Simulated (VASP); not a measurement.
# CaSn2 (I4/mmm) in VASP: a series of runs

The runs below take CaSn2 through single point, relaxation of cell and atoms, with PBE.

All numbers are computed with VASP 6.6.1; they aren't measurements. Logs are shortened: lines on timing, memory, paths and dates and some standing lists are left out, and cuts for length are marked.

### Step 1. The cell of the first run

The structure is tetragonal, space group I4/mmm (No. 139). Conventional cell: a = 4.011 Å, b = 4.011 Å, c = 10.829 Å, α = 90.00°, β = 90.00°, γ = 90.00°. Ca (site symmetry 4/mmm) has 10 Sn at 3.36 to 3.50 Å and 4 Ca at 4.01 Å within 4.4 Å. Within 4.2 Å of Sn (site symmetry 4mm) lie 9 Sn at 3.12 to 4.11 Å and 5 Ca at 3.36 to 3.50 Å.

### Step 2. Single point, PBE

Contents of INCAR:

```
SYSTEM = CaSn2
PREC     = Accurate       ! precision mode
ENCUT    = 520            ! plane-wave cutoff, eV
EDIFF    = 1E-6           ! SCF threshold, eV
ISMEAR   = 0              ! smearing method
SIGMA    = 0.1            ! smearing width, eV
LREAL    = .False.        ! projectors in reciprocal space
LASPH    = .True.         ! aspherical terms in the spheres
NELM     = 100            ! most SCF steps
ALGO     = Normal         ! electronic algorithm
ISIF     = 2              ! what is computed and relaxed
LWAVE    = .False.        ! write WAVECAR
LCHARG   = .True.         ! write CHGCAR
GGA      = PE             ! functional
LELF     = .True.         ! ELF
LVHAR    = .True.       
NBANDS   = 26             ! bands
```

Contents of KPOINTS:

```
regular mesh
0
Gamma
  6 6 6
  0 0 0
```

Contents of POSCAR:

```
CaSn2
1.0
   -2.0054466584      2.0054466584      5.4143481989
    2.0054466584     -2.0054466584      5.4143481989
    2.0054466584      2.0054466584     -5.4143481989
Ca Sn
1 2
Direct
    0.0000000000      0.0000000000      0.0000000000
    0.6898685435      0.6898685435      0.0000000000
    0.3101314565      0.3101314565      0.0000000000
```

Potentials or basis: VASP PAW PBE potentials, release 64 (Ca_sv, Sn_d).

Launch:

```
cat potpaw_PBE.64/Ca_sv/POTCAR potpaw_PBE.64/Sn_d/POTCAR > POTCAR
mpirun -np 1 vasp_std > vasp.out
```

OUTCAR:

```text
SYSTEM = CaSn2
   PREC = Accurate
   ENCUT = 520
   EDIFF = 1E-6
   ISMEAR = 0
   LREAL = .False.
   LASPH = .True.
   NELM = 100
   ISIF = 2
   GGA = PE

 ion  position               nearest neighbor table
   1  0.000  0.000  0.000-   2 3.36   3 3.36
   2  0.690  0.690  0.000-   3 3.12   3 3.12   3 3.12   3 3.12   1 3.36
   3  0.310  0.310  0.000-   2 3.12   2 3.12   2 3.12   2 3.12   1 3.36

  LATTYP: Found a body centered tetragonal cell.
 ALAT       =     4.0108933168
 C/A-ratio  =     2.6998215965

  Lattice vectors:

 A1 = (  -2.0054466584,   2.0054466584,   5.4143481989)
 A2 = (   2.0054466584,  -2.0054466584,   5.4143481989)
 A3 = (   2.0054466584,   2.0054466584,  -5.4143481989)

Analysis of symmetry for initial positions (statically):
=====================================================================
 Subroutine PRICEL returns:
 Original cell was already a primitive cell.

 Routine SETGRP: Setting up the symmetry group for a
 body centered tetragonal supercell.

 Subroutine GETGRP returns: Found 16 space group operations
 (whereof 16 operations were pure point group operations)
 out of a pool of 16 trial point group operations.

The static configuration has the point symmetry D_4h.

Analysis of symmetry for dynamics (positions and initial velocities):
=====================================================================
 Subroutine PRICEL returns:
 Original cell was already a primitive cell.

 Routine SETGRP: Setting up the symmetry group for a
 body centered tetragonal supercell.

 Subroutine GETGRP returns: Found 16 space group operations
 (whereof 16 operations were pure point group operations)
 out of a pool of 16 trial point group operations.

The dynamic configuration has the point symmetry D_4h.

 Subroutine INISYM returns: Found 16 space group operations
 (whereof 16 operations are pure point group operations),
 and found     1 'primitive' translations

----------------------------------------------------------------------------------------

                                     Primitive cell

  volume of cell :      87.1021

  direct lattice vectors                    reciprocal lattice vectors
    -2.005446658  2.005446658  5.414348199     0.000000000  0.249321017  0.092347219
[... 84 lines left out ...]
   LSORBIT =      F    spin-orbit coupling
   LASPH  =      T    aspherical Exc in radial PAW
   ENCUT  =  520.0 eV  38.22 Ry    6.18 a.u.  11.36 11.36 11.36*2*pi/ulx,y,z
   NELM   =    100;   NELMIN=  2; NELMDL= -5     # of ELM steps
   EDIFF  = 0.1E-05   stopping-criterion for ELM
   LREAL  =      F    real-space projection
   EDIFFG = 0.1E-04   stopping-criterion for IOM
   NSW    =      0    number of steps for IOM
   IBRION =     -1    ionic relax: 0-MD 1-quasi-New 2-CG
   NFREE  =      0    steps in history (QN), initial steepest desc. (CG)
   ISIF   =      2    stress and relaxation
   ISYM   =      2    0-nonsym 1-usesym 2-fastsym
   POTIM  = 0.5000    time-step for ionic-motion
   TEBEG  =    0.0;   TEEND  =   0.0 temperature during run
   PSTRESS=    0.0 pullay stress
   NELECT =      38.0000    total number of electrons
   NUPDOWN=      -1.0000    fix difference up-down
   EMIN   =  10.00;   EMAX   =-10.00  energy-range for DOS
   EFERMI =   0.00;   METHOD = LEGACY
   ISMEAR =     0;   SIGMA  =   0.10  broadening in eV -4-tet -1-fermi 0-gaus
   EFERMI_NEDOS =   21; number of points for ismear=-14 and -15
   IALGO  =     38    algorithm
   IMIX   =      4    mixing-type and parameters
     AMIX     =   0.40;   BMIX     =  1.00
     AMIX_MAG =   1.60;   BMIX_MAG =  1.00
  volume/ion in A,a.u.               =      29.03       195.93
  Fermi-wavevector in a.u.,A,eV,Ry     =   1.241633  2.346346 20.975454  1.541652
  Thomas-Fermi vector in A             =   2.376022
   LORBIT       =      0    0 simple, 1 ext, 2 COOP (PROOUT), +10 PAW based schemes
   GGA     = PE    functional components
   LHFCALC =     F    Hartree Fock is set to
   AEXX    =    0.0000 exact exchange contribution
   IVDW    =     0    specifies the selected vdW correction
   LEPSILON=     F    determine dielectric tensor
   LRPA    =     F    only Hartree local field effects (RPA)
 non-spin polarized calculation
 Gauss-broadening in eV      SIGMA  =   0.10
  energy-cutoff  :      520.00
  volume of cell :       87.10
 maximum number of plane-waves:      2380
 NGX is ok and might be reduce to    48
   NGX = 23   NGY = 23   NGZ = 23

 number of electron      37.9999996 magnetization

 Free energy of the ion-electron system (eV)
  ---------------------------------------------------
  ext. energy  EPLUGINS =         0.00000000
  ---------------------------------------------------
  free energy    TOTEN  =       -10.72124325 eV

  energy without entropy =      -10.71170177  energy(sigma->0) =      -10.71647251

 E-fermi :   6.0837     XC(G=0):  -9.6296

 val. band max:        6.0655727018   @ k =   0.5000   0.1667   0.0000
 cond. band min:       6.1136306788   @ k =  -0.3333   0.1667   0.0000
 fundamental gap:      0.0480579769
 Fermi energy:         6.0837091354

 k-point     1 :       0.0000    0.0000    0.0000
  band No.  band energies     occupation
      1     -35.5611      2.00000
      2     -16.5792      2.00000
      3     -16.5792      2.00000
      4     -16.5340      2.00000
      5     -15.2207      2.00000
      6     -15.1782      2.00000
[... 685 lines left out ...]
     25      10.2901      0.00000
     26      10.7078      0.00000

 [... further k-points ...]

------------------------ aborting loop because EDIFF is reached ----------------------------------------

  FORCE on cell =-STRESS in cart. coord.  units (eV):
  Direction    XX          YY          ZZ          XY          YZ          ZX
  --------------------------------------------------------------------------------------
  -------------------------------------------------------------------------------------
  Total        0.0592304      0.0592304      0.0861806      0.0000000     -0.0000000     -0.0000000
  in kB        1.0894996      1.0894996      1.5852274      0.0000000     -0.0000000     -0.0000000
  external PRESSURE =       1.2547422 kB  Pullay stress =       0.0000000 kB

 VOLUME and BASIS-vectors are now :
 -----------------------------------------------------------------------------
  energy-cutoff  :      520.00
  volume of cell :       87.10
      direct lattice vectors                 reciprocal lattice vectors
    -2.005446658  2.005446658  5.414348199     0.000000000  0.249321017  0.092347219
     2.005446658 -2.005446658  5.414348199     0.249321017  0.000000000  0.092347219
     2.005446658  2.005446658 -5.414348199     0.249321017  0.249321017  0.000000000

 POSITION                                       TOTAL-FORCE (eV/Angst)
 -----------------------------------------------------------------------------------
      0.00000      0.00000      0.00000        -0.000000     -0.000000     -0.000000
      0.00000      0.00000      7.47038         0.000000      0.000000     -0.005793
      0.00000      0.00000      3.35832        -0.000000     -0.000000      0.005793
 -----------------------------------------------------------------------------------
    total drift:                                0.000000     -0.000000      0.000000

  FREE ENERGIE OF THE ION-ELECTRON SYSTEM (eV)
  ---------------------------------------------------
  free  energy   TOTEN  =       -10.7212432519 eV

  energy  without entropy=      -10.7117017707  energy(sigma->0) =      -10.71647251
```

OSZICAR:

```text
N       E                     dE             d eps       ncg     rms          rms(c)
DAV:   1     0.357871513480E+03    0.35787E+03   -0.19481E+04  1564   0.201E+03
DAV:   2     0.248766965191E+02   -0.33299E+03   -0.32781E+03  1576   0.492E+02
DAV:   3    -0.916430512743E+01   -0.34041E+02   -0.33681E+02  1854   0.154E+02
DAV:   4    -0.107352508242E+02   -0.15709E+01   -0.15673E+01  2494   0.319E+01
DAV:   5    -0.107932789725E+02   -0.58028E-01   -0.58000E-01  2372   0.503E+00    0.399E+00
DAV:   6    -0.107396348698E+02    0.53644E-01   -0.74005E-02  2080   0.294E+00    0.234E+00
DAV:   7    -0.107216481123E+02    0.17987E-01   -0.77946E-02  2022   0.280E+00    0.205E-01
DAV:   8    -0.107211097835E+02    0.53833E-03   -0.93813E-03  2192   0.913E-01    0.645E-02
DAV:   9    -0.107212101841E+02   -0.10040E-03   -0.68333E-04  2406   0.161E-01    0.439E-02
DAV:  10    -0.107212392994E+02   -0.29115E-04   -0.46531E-05  1988   0.467E-02    0.108E-02
DAV:  11    -0.107212434747E+02   -0.41753E-05   -0.63652E-06  1824   0.183E-02    0.255E-03
DAV:  12    -0.107212432519E+02    0.22278E-06   -0.85542E-07  1396   0.920E-03
   1 F= -.10721243E+02 E0= -.10716473E+02  d E =-.954148E-02
```

It took 81 s on 1 thread of Intel Xeon Platinum 8488C (Sapphire Rapids), shared host; peak memory 0.34 GiB.

What came out:

```
Free energy            : -10.7212 eV
Pressure               : 0.1 GPa
Largest force          : 0.006 eV/Å
Band gap on the k mesh : zero (bands 19 and 20 overlap by 1.79 eV)
```

Forces in eV/Å, atoms in the order of the input:
```
Ca   0.000  0.000  0.000
Sn   0.000  0.000 -0.006
Sn   0.000  0.000  0.006
```

Caveat: spin-orbit coupling is left out, which moves the levels of the heavy elements.

### Step 3. Relaxation of cell and atoms, PBE

This run uses another cell than the first one, of 25.61 Å³/atom.

Contents of INCAR:

```
  PREC = Accurate
  ENCUT = 600
  EDIFF = 1E-6
  ISMEAR = 0
  SIGMA = 0.1
  LREAL = F
  LASPH = T
  NELM = 80
  ALGO = Normal
  ISIF = 3
  LWAVE = F
  LCHARG = F
  GGA = PE
  IBRION = 2
  NSW = 90
  EDIFFG = -0.04
```

Contents of KPOINTS:

```
Automatic mesh
0
Gamma
  6 6 6
```

Contents of POSCAR:

```
CaSn2
1.0
   -1.9857010014      1.9857010014      4.8711727692
    1.9857010014     -1.9857010014      4.8711727692
    1.9857010014      1.9857010014     -4.8711727692
Ca Sn
1 2
Direct
    0.0000000000      0.0000000000      0.0000000000
    0.6650000000      0.6650000000      0.0000000000
    0.3350000000      0.3350000000      0.0000000000
```

Potentials or basis: VASP PAW PBE potentials, release 64 (Ca_sv, Sn_d).

Launch:

```
cat potpaw_PBE.64/Ca_sv/POTCAR potpaw_PBE.64/Sn_d/POTCAR > POTCAR
mpirun -np 1 vasp_std > vasp.out
```

Run time: 9.4 min. Hardware: 1 thread of Intel Xeon Platinum 8488C (Sapphire Rapids), shared host; peak memory 0.37 GiB.

The run converged. Its results:

```yaml
Free_energy: -10.7190 eV
Relaxed_volume: 29.14 Å³/atom
Relaxed_cell: a = 6.120 Å, b = 6.120 Å, c = 6.120 Å, α = 141.70°, β = 141.70°, γ = 55.28°
Space_group_after_relaxing_to_0.1_Å: I4/mmm (No. 139)
Energy_gained_by_relaxing: 132.1 meV/atom
Ionic_steps: 11
Pressure_after_relaxing: 0.0 GPa
Largest_force_after_relaxing: 0.021 eV/Å
Band_gap_on_the_k_mesh: zero (bands 19 and 20 overlap by 1.79 eV)
```

Forces in eV/Å, atoms in the order of the input:
```
Ca   0.000  0.000  0.000
Sn   0.000  0.000 -0.021
Sn   0.000  0.000  0.021
```

The path:
```
step  energy change (eV)  largest force (eV/Å)  pressure (GPa)  volume (Å³)
   1              0.0000                0.5655            6.25        76.83
   2             -0.2050                0.5072           -0.74        88.47
   3             -0.2058                0.5110           -0.39        87.63
   4             -0.2351                0.4950           -0.39        87.48
   5             -0.3198                0.3838           -0.19        87.01
   6             -0.3865                0.1807            0.92        85.99
   7             -0.3901                0.0111            0.54        86.24
   8             -0.3906                0.0500            0.61        86.18
   9             -0.3851                0.0606           -0.79        89.49
  10             -0.3958                0.0471            0.01        87.52
  11             -0.3962                0.0210            0.02        87.42
```

Final structure:
```
CELL_PARAMETERS angstrom
-2.00779 2.00779 5.42164
2.00779 -2.00779 5.42164
2.00779 2.00779 -5.42164
ATOMIC_POSITIONS crystal
Ca 0.00000 0.00000 0.00000
Sn 0.69036 0.69036 0.00000
Sn 0.30964 0.30964 0.00000
```

Levels at points of the mesh, in eV from the Fermi level:
```csv
k point,band 16,band 17,band 18,band 19,band 20,band 21,band 22,band 23
"(0.00, 0.00, 0.00)",-4.41,-2.35,-0.54,-0.54,0.55,1.31,3.96,3.96
"(0.50, 0.00, 0.00)",-7.44,-2.55,-2.30,0.73,1.13,2.28,2.68,3.00
"(0.50, 0.50, 0.00)",-5.85,-3.65,-3.64,-1.53,0.33,0.57,0.96,3.15
"(0.50, 0.50, 0.50)",-6.13,-0.44,-0.37,-0.37,1.09,1.96,2.13,2.64
```

Caveat: spin-orbit coupling is left out, which moves the levels of the heavy elements.

The gap in the log of VASP goes by the Fermi energy; the results here count the filled bands.